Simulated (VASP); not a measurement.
The system is SiO2.

```
Si O
1.0
     7.16000    0.00000    0.00000
     0.00000    7.16000    0.00000
     0.00000    0.00000    7.16000
Si O
8 16
Direct
  0.28071 0.28071 0.28071
  0.21929 0.71929 0.78071
  0.78071 0.21929 0.71929
  0.71929 0.78071 0.21929
  0.02058 0.02058 0.02058
  0.47942 0.97942 0.52058
  0.52058 0.47942 0.97942
  0.97942 0.52058 0.47942
  0.15054 0.15054 0.15054
  0.34946 0.84946 0.65054
  0.65054 0.34946 0.84946
  0.84946 0.65054 0.34946
  0.63982 0.66158 0.04343
  0.86018 0.33842 0.54343
  0.13982 0.83842 0.95657
  0.36018 0.16158 0.45657
  0.04343 0.63982 0.66158
  0.54343 0.86018 0.33842
  0.95657 0.13982 0.83842
  0.45657 0.36018 0.16158
  0.66158 0.04343 0.63982
  0.33842 0.54343 0.86018
  0.83842 0.95657 0.13982
  0.16158 0.45657 0.36018
```

Base run:

| Quantity | Value |
| --- | --- |
| Program | VASP 6.6.1 |
| Functional | PBE |
| Potentials or basis | VASP PAW PBE potentials, release 64 (Si, O) |
| Cutoff | 520 eV |
| k mesh | 4 × 4 × 4, shifted |
| Occupations | fermi-dirac, width 0.02 eV |
| Spin | no spin polarisation |

Its results: band gap on the k mesh 5.92 eV; pressure 0.9 GPa; largest force 0.018 eV/Å.

Problem. The run is repeated on the same cell with these changes: k mesh from 4 × 4 × 4, shifted to 4 × 4 × 4, through Γ; occupations from fermi-dirac, width 0.02 eV to fermi-dirac, width 0.025 eV. What comes out?

Solution. Band gap on the k mesh 5.68 eV; pressure 0.9 GPa; largest force 0.018 eV/Å.

Caveats: a shifted mesh leaves out Γ, where band edges can lie (at least some runs).

A k mesh can miss the band edges.
